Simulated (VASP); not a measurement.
# LaAl3N2 in VASP: notebook

LaAl3N2 is run at these levels: PBE; tasks: single point.

Everything below comes from runs of VASP 6.6.1. Logs are shortened: lines on timing, memory, paths and dates and some standing lists are left out, and cuts for length are marked.

## (1) The cell of the first run

The typed cell holds 6 atoms: a = 6.701 Å, b = 6.701 Å, c = 3.986 Å, α = 72.69°, β = 72.70°, γ = 34.60°.

The cell was built from a structure type or drawn by symmetry, and may not be a known phase.

## (2) Single point, PBE

Input file INCAR:

```
ALGO = Normal ; EDIFF = 1E-7
ENCUT = 520 ; GGA = PE
ISIF = 2 ; ISMEAR = 0
LASPH = True ; LCHARG = False
LREAL = False ; LWAVE = False
NBANDS = 24 ; NELM = 60
PREC = Accurate ; SIGMA = 0.2
```

Input file KPOINTS:

```
k-points
0
Gamma
  4 4 4
```

Input file POSCAR:

```
LaAl3N2
1.0
    0.0000000000      2.8179016956      6.0796125826
    2.8188650412      0.0000000000      6.0796125826
    2.8188650412      2.8179016956      0.0000000000
La Al N
1 3 2
Direct
    0.1322250048      0.1322250048      0.8677749952
    0.3796743788      0.3796743788      0.1203256212
    0.8796743788      0.8796743788      0.6203256212
    0.7261137277      0.7261137277      0.2738862723
    0.3896876117      0.3896876117      0.6103123883
    0.9077416880      0.9077416880      0.0922583120
```

Potentials or basis: VASP PAW PBE potentials, release 64 (La, Al, N).

Launch:

```bash
> cat potpaw_PBE.64/La/POTCAR potpaw_PBE.64/Al/POTCAR potpaw_PBE.64/N/POTCAR > POTCAR
> mpirun -np 1 vasp_std > vasp.out
```

OUTCAR:

```text
EDIFF = 1E-7
   ENCUT = 520
   GGA = PE
   ISIF = 2
   ISMEAR = 0
   LASPH = True
   LREAL = False
   NELM = 60
   PREC = Accurate

 ion  position               nearest neighbor table
   1  0.132  0.132  0.868-   6 2.73   4 3.04   4 3.04   4 3.04   4 3.04
   2  0.380  0.380  0.120-   5 2.00   5 2.00   6 2.02   6 2.02   4 2.73   4 2.73   3 2.82   3 2.82
                             3 2.82   3 2.82
   3  0.880  0.880  0.620-   5 2.00   5 2.00   6 2.02   6 2.02   4 2.73   4 2.73   2 2.82   2 2.82
                             2 2.82   2 2.82
   4  0.726  0.726  0.274-   6 2.21   2 2.73   3 2.73   2 2.73   3 2.73   1 3.04   1 3.04   1 3.04
                             1 3.04
   5  0.390  0.390  0.610-   2 2.00   2 2.00   3 2.00   3 2.00
   6  0.908  0.908  0.092-   3 2.02   3 2.02   2 2.02   2 2.02   4 2.21   1 2.73

  LATTYP: Found a face centered orthorhombic cell.
 ALAT       =     5.6358033912
 B/A-ratio  =     1.0003418663
 C/A-ratio  =     2.1574963357

  Lattice vectors:

 A1 = (   2.8188650412,   0.0000000000,  -6.0796125826)
 A2 = (   0.0000000000,   2.8179016956,  -6.0796125826)
 A3 = (   2.8188650412,   2.8179016956,   0.0000000000)

Analysis of symmetry for initial positions (statically):
=====================================================================
 Subroutine PRICEL returns:
 Original cell was already a primitive cell.

 Routine SETGRP: Setting up the symmetry group for a
 face centered orthorhombic supercell.

 Subroutine GETGRP returns: Found  4 space group operations
 (whereof  4 operations were pure point group operations)
 out of a pool of  8 trial point group operations.

The static configuration has the point symmetry C_2v.

Analysis of symmetry for dynamics (positions and initial velocities):
=====================================================================
 Subroutine PRICEL returns:
 Original cell was already a primitive cell.

 Routine SETGRP: Setting up the symmetry group for a
 face centered orthorhombic supercell.

 Subroutine GETGRP returns: Found  4 space group operations
 (whereof  4 operations were pure point group operations)
 out of a pool of  8 trial point group operations.

The dynamic configuration has the point symmetry C_2v.

 Subroutine INISYM returns: Found  4 space group operations
 (whereof  4 operations are pure point group operations),
 and found     1 'primitive' translations

----------------------------------------------------------------------------------------

                                     Primitive cell

  volume of cell :      96.5842

  direct lattice vectors                    reciprocal lattice vectors
     0.000000000  2.817901696  6.079612583    -0.177376353  0.177436992  0.082242083
     2.818865041  0.000000000  6.079612583     0.177376353 -0.177436992  0.082242083
     2.818865041  2.817901696  0.000000000     0.177376353  0.177436992 -0.082242083

  length of vectors
     6.700914797  6.701319965  3.985796042     0.264026545  0.264026545  0.264026545

  position of ions in fractional coordinates (direct lattice)
     0.132225005  0.132225005  0.867774995
     0.379674379  0.379674379  0.120325621
     0.879674379  0.879674379  0.620325621
     0.726113728  0.726113728  0.273886272
     0.389687612  0.389687612  0.610312388
     0.907741688  0.907741688  0.092258312

  ion indices of the primitive-cell ions
   primitive index   ion index
                 1           1
                 2           2
                 3           3
                 4           4
                 5           5
                 6           6

----------------------------------------------------------------------------------------

 KPOINTS: k-points

Automatic generation of k-mesh.
 Grid dimensions read from file:
 generate k-points for:    4    4    4

 Generating k-lattice:

  Cartesian coordinates                     Fractional coordinates (reciprocal lattice)
    -0.044344088  0.044359248  0.020560521     0.250000000  0.000000000  0.000000000
     0.044344088 -0.044359248  0.020560521    -0.000000000  0.250000000 -0.000000000
     0.044344088  0.044359248 -0.020560521     0.000000000  0.000000000  0.250000000

  Length of vectors
     0.066006636  0.066006636  0.066006636

  Shift w.r.t. Gamma in fractional coordinates (k-lattice)
     0.000000000  0.000000000  0.000000000

 Subroutine IBZKPT returns following result:
 ===========================================

 Found     18 irreducible k-points:

 Following reciprocal coordinates:
            Coordinates               Weight
  0.000000  0.000000  0.000000      1.000000
  0.250000  0.000000 -0.000000      8.000000
  0.500000  0.000000 -0.000000      4.000000
  0.250000  0.250000  0.000000      2.000000
  0.500000  0.250000 -0.000000      8.000000
 -0.250000  0.250000  0.000000      4.000000
[... 10 lines left out ...]
 -0.250000  0.250000  0.500000      2.000000
  0.000000  0.500000  0.500000      1.000000
   k-points           NKPTS =     18   k-points in BZ     NKDIM =     18   number of bands    NBANDS=     24
   number of dos      NEDOS =    301   number of ions     NIONS =      6
   total plane-waves  NPLWV =  75000
   dimension x,y,z NGX =    50 NGY =   50 NGZ =   30
   dimension x,y,z NGXF=   100 NGYF=  100 NGZF=   60
   ions per type =               1   3   2
   NGX,Y,Z   is equivalent  to a cutoff of  12.40, 12.40, 12.51 a.u.
   NGXF,Y,Z  is equivalent  to a cutoff of  24.81, 24.81, 25.03 a.u.
 SYSTEM =  unknown system
   PREC   = accura    normal or accurate (medium, high low for compatibility)
   ISTART =      0    job   : 0-new  1-cont  2-samecut
   ICHARG =      2    charge: 1-file 2-atom 10-const
   ISPIN  =      1    spin polarized calculation?
   LNONCOLLINEAR =      F non collinear calculations
   LSORBIT =      F    spin-orbit coupling
   LASPH  =      T    aspherical Exc in radial PAW
   ENCUT  =  520.0 eV  38.22 Ry    6.18 a.u.  12.46 12.46  7.41*2*pi/ulx,y,z
   NELM   =     60;   NELMIN=  2; NELMDL= -5     # of ELM steps
   EDIFF  = 0.1E-06   stopping-criterion for ELM
   LREAL  =      F    real-space projection
   EDIFFG = 0.1E-05   stopping-criterion for IOM
   NSW    =      0    number of steps for IOM
   IBRION =     -1    ionic relax: 0-MD 1-quasi-New 2-CG
   NFREE  =      0    steps in history (QN), initial steepest desc. (CG)
   ISIF   =      2    stress and relaxation
   ISYM   =      2    0-nonsym 1-usesym 2-fastsym
   POTIM  = 0.5000    time-step for ionic-motion
   TEBEG  =    0.0;   TEEND  =   0.0 temperature during run
   PSTRESS=    0.0 pullay stress
   NELECT =      30.0000    total number of electrons
   NUPDOWN=      -1.0000    fix difference up-down
   EMIN   =  10.00;   EMAX   =-10.00  energy-range for DOS
   EFERMI =   0.00;   METHOD = LEGACY
   ISMEAR =     0;   SIGMA  =   0.20  broadening in eV -4-tet -1-fermi 0-gaus
   EFERMI_NEDOS =   21; number of points for ismear=-14 and -15
   IALGO  =     38    algorithm
   IMIX   =      4    mixing-type and parameters
     AMIX     =   0.40;   BMIX     =  1.00
     AMIX_MAG =   1.60;   BMIX_MAG =  1.00
  volume/ion in A,a.u.               =      16.10       108.63
  Fermi-wavevector in a.u.,A,eV,Ry     =   1.108698  2.095135 16.724433  1.229211
  Thomas-Fermi vector in A             =   2.245228
   LORBIT       =      0    0 simple, 1 ext, 2 COOP (PROOUT), +10 PAW based schemes
   GGA     = PE    functional components
   LHFCALC =     F    Hartree Fock is set to
   AEXX    =    0.0000 exact exchange contribution
   IVDW    =     0    specifies the selected vdW correction
   LEPSILON=     F    determine dielectric tensor
   LRPA    =     F    only Hartree local field effects (RPA)
 non-spin polarized calculation
 Gauss-broadening in eV      SIGMA  =   0.20
  energy-cutoff  :      520.00
  volume of cell :       96.58
 maximum number of plane-waves:      2635
 NGX is ok and might be reduce to    50
   NGX = 25   NGY = 25   NGZ = 15

 number of electron      29.9999997 magnetization

 Free energy of the ion-electron system (eV)
  ---------------------------------------------------
  ext. energy  EPLUGINS =         0.00000000
  ---------------------------------------------------
  free energy    TOTEN  =       -35.94405370 eV

  energy without entropy =      -35.88485248  energy(sigma->0) =      -35.91445309

 E-fermi :   8.2111     XC(G=0): -10.2172

 val. band max:        8.1782154369   @ k =   0.5000   0.0000  -0.0000
 cond. band min:       8.2228377587   @ k =  -0.2500   0.5000   0.2500
 fundamental gap:      0.0446223218
 Fermi energy:         8.2110934425

 k-point     1 :       0.0000    0.0000    0.0000
  band No.  band energies     occupation
      1     -24.6091      2.00000
      2      -8.9472      2.00000
      3      -8.4761      2.00000
      4      -8.1944      2.00000
      5      -8.1940      2.00000
      6      -5.7584      2.00000
[... 16 lines left out ...]
     23      10.3908      0.00000
     24      10.5264      0.00000

 k-point     2 :       0.2500    0.0000   -0.0000
  band No.  band energies     occupation
      1     -24.5914      2.00000
      2      -8.8694      2.00000
      3      -8.4838      2.00000
      4      -8.1671      2.00000
      5      -8.1478      2.00000
      6      -6.1987      2.00000
[... 16 lines left out ...]
     23      10.4063      0.00000
     24      10.5115      0.00000

 k-point     3 :       0.5000    0.0000   -0.0000
  band No.  band energies     occupation
      1     -24.5736      2.00000
      2      -8.8131      2.00000
      3      -8.6950      2.00000
      4      -8.1397      2.00000
      5      -7.5682      2.00000
      6      -6.9347      2.00000
[... 16 lines left out ...]
     23      10.3722      0.00000
     24      10.4644      0.00000
[... 352 lines left out ...]
 k-point    17 :      -0.2500    0.2500    0.5000
  band No.  band energies     occupation
      1     -24.5399      2.00000
      2      -8.6410      2.00000
      3      -8.6283      2.00000
      4      -8.6283      2.00000
      5      -7.3130      2.00000
      6      -6.6223      2.00000
[... 16 lines left out ...]
     23      10.4312      0.00000
     24      10.4318      0.00000

 k-point    18 :       0.0000    0.5000    0.5000
  band No.  band energies     occupation
      1     -24.5399      2.00000
      2      -8.6407      2.00000
      3      -8.6306      2.00000
      4      -8.6259      2.00000
      5      -7.3140      2.00000
      6      -6.6214      2.00000
[... 16 lines left out ...]
     23      10.3851      0.00000
     24      10.6105      0.00000

------------------------ aborting loop because EDIFF is reached ----------------------------------------

  FORCE on cell =-STRESS in cart. coord.  units (eV):
  Direction    XX          YY          ZZ          XY          YZ          ZX
  --------------------------------------------------------------------------------------
  -------------------------------------------------------------------------------------
  Total       -0.3957551     -0.3296263     -0.1764684      0.0000000      0.0000000      0.0000000
  in kB       -6.5649443     -5.4679732     -2.9273283      0.0000000      0.0000000      0.0000000
  external PRESSURE =      -4.9867486 kB  Pullay stress =       0.0000000 kB

 VOLUME and BASIS-vectors are now :
 -----------------------------------------------------------------------------
  energy-cutoff  :      520.00
  volume of cell :       96.58
      direct lattice vectors                 reciprocal lattice vectors
     0.000000000  2.817901696  6.079612583    -0.177376353  0.177436992  0.082242083
     2.818865041  0.000000000  6.079612583     0.177376353 -0.177436992  0.082242083
     2.818865041  2.817901696  0.000000000     0.177376353  0.177436992 -0.082242083

 POSITION                                       TOTAL-FORCE (eV/Angst)
 -----------------------------------------------------------------------------------
      2.81887      2.81790      1.60775         0.000000      0.000000      0.010796
      1.40943      1.40895      4.61655         0.000000     -0.000000      0.007336
      4.22830      4.22685     10.69616         0.000000      0.000000      0.007336
      2.81887      2.81790      8.82898         0.000000      0.000000     -0.025541
      2.81887      2.81790      4.73830         0.000000      0.000000     -0.020515
      2.81887      2.81790     11.03744         0.000000      0.000000      0.020587
 -----------------------------------------------------------------------------------
    total drift:                                0.000004      0.000004      0.000296

  FREE ENERGIE OF THE ION-ELECTRON SYSTEM (eV)
  ---------------------------------------------------
  free  energy   TOTEN  =       -35.9440537040 eV

  energy  without entropy=      -35.8848524787  energy(sigma->0) =      -35.91445309
```

Wall time 37 s (1 thread of Intel Xeon 6975P-C (Granite Rapids), shared host); peak memory 0.29 GiB.

What came out:

```yaml
Free_energy: -35.9441 eV
Pressure: -0.5 GPa
Largest_force: 0.026 eV/Å
Band_gap_on_the_k_mesh: zero (bands 15 and 16 overlap by 0.23 eV)
```

Forces on the atoms (eV/Å):
```
La   0.000  0.000  0.011
Al   0.000  0.000  0.007
Al   0.000  0.000  0.007
Al   0.000  0.000 -0.026
N    0.000  0.000 -0.021
N    0.000  0.000  0.021
```

Stress tensor (GPa, compression positive):
```
-0.66  0.00  0.00
 0.00 -0.55  0.00
 0.00  0.00 -0.29
```

Levels at points of the mesh, in eV from the Fermi level:
```csv
k point,band 13,band 14,band 15,band 16,band 17,band 18
"(0.00, 0.00, 0.00)",-2.82,-1.23,-0.13,0.16,0.92,0.92
"(0.50, 0.00, 0.00)",-2.55,-1.85,-0.07,-0.03,0.98,1.60
"(0.50, 0.50, 0.00)",-2.56,-1.68,-1.03,0.48,0.49,1.35
"(0.50, 0.00, 0.50)",-2.42,-2.05,-1.83,0.89,1.30,1.69
"(0.00, 0.50, 0.50)",-2.42,-2.05,-1.82,0.89,1.30,1.69
```

Caveat: the k points lie up to 0.41 Å⁻¹ apart; spin-orbit coupling is left out, which moves the levels of the heavy elements.

[end of part 1 of 2]
